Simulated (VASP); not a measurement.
Crystal: MgO.

```
Mg O
1.0
     3.48638    0.00000    0.00000
    -1.74319    3.01929    0.00000
     0.00000    0.00000    4.17804
Mg O
2 2
Direct
  0.66667 0.33333 0.75000
  0.33333 0.66667 0.25000
  0.66667 0.33333 0.25000
  0.33333 0.66667 0.75000
```

| Quantity | Value |
| --- | --- |
| Program | VASP 6.6.1 |
| Task | relaxation of cell and atoms |
| Functional | PBE |
| Potentials or basis | VASP PAW PBE potentials, release 64 (Mg, O) |
| Cutoff | 600 eV |
| k mesh | 6 × 6 × 4 |
| Occupations | gaussian, width 0.1 eV |
| Spin | no spin polarisation |

At the start: pressure 3.9 GPa; volume 10.99 Å³/atom.

**Question.** How do energy, volume and symmetry change on relaxing?

**Answer.** Over 3 steps the energy falls by 3.8 meV/atom and the volume is 11.31 Å³/atom (+2.9 %); space group P6_3/mmc (No. 194, to 0.05 Å).

The path:
| step | energy change (eV) | largest force (eV/Å) | pressure (GPa) | volume (Å³) |
| --- | --- | --- | --- | --- |
| 1 | 0.0000 | 0.0000 | 3.87 | 43.98 |
| 2 | -0.0136 | 0.0000 | -1.18 | 45.69 |
| 3 | -0.0152 | 0.0000 | 0.01 | 45.26 |

Final structure:
```
Mg O
1.0
     3.51719    0.00000    0.00000
    -1.75860    3.04598    0.00000
     0.00000    0.00000    4.22459
Mg O
2 2
Direct
  0.66667 0.33333 0.75000
  0.33333 0.66667 0.25000
  0.66667 0.33333 0.25000
  0.33333 0.66667 0.75000
```
